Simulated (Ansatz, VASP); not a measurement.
**Two plane-wave programs on Be2ZnTe3**

```
Be Zn Te
1.0
     4.12575    0.00000    0.00000
    -2.06288    3.57301    0.00000
     0.00000    0.00000   10.14577
Be Zn Te
2 1 3
Direct
  0.33333 0.66667 0.99262
  0.66667 0.33333 0.67399
  0.00000 0.00000 0.33632
  0.66667 0.33333 0.91601
  0.00000 0.00000 0.59776
  0.33333 0.66667 0.23331
```

Alike in both runs: functional PBE; k mesh 12 × 12 × 4; occupations gaussian, width 0.02 eV; no spin polarisation.

Ansatz relaxed the structure, and its values are those at the end. VASP's run is a single point on that final structure, the one shown.

|  | VASP | Ansatz |
| --- | --- | --- |
| version | VASP 6.6.1 | Ansatz 0.2.0 |
| potentials or method | VASP PAW PBE potentials, release 64 (Be, Zn, Te), cutoff 520 eV | scalar-relativistic, plane waves, PAW |
| valence electrons in the cell | 34 | 64 |

Ansatz gave:

| Property | Result |
| --- | --- |
| gap on the k mesh at the Fermi level (eV) | 1.87 |
| least direct gap on the mesh (eV) | 2.28 |
| pressure (GPa) | 0.0 |

Problem. Estimate VASP's values.

Solution. gap on the k mesh at the Fermi level (eV): 1.86; least direct gap on the mesh (eV): 2.27; pressure (GPa): 0.1.

VASP's potentials hold 34 valence electrons a cell and Ansatz's 64, so a difference there can come from the potentials and not from the codes.

Neither program's run includes spin-orbit coupling.
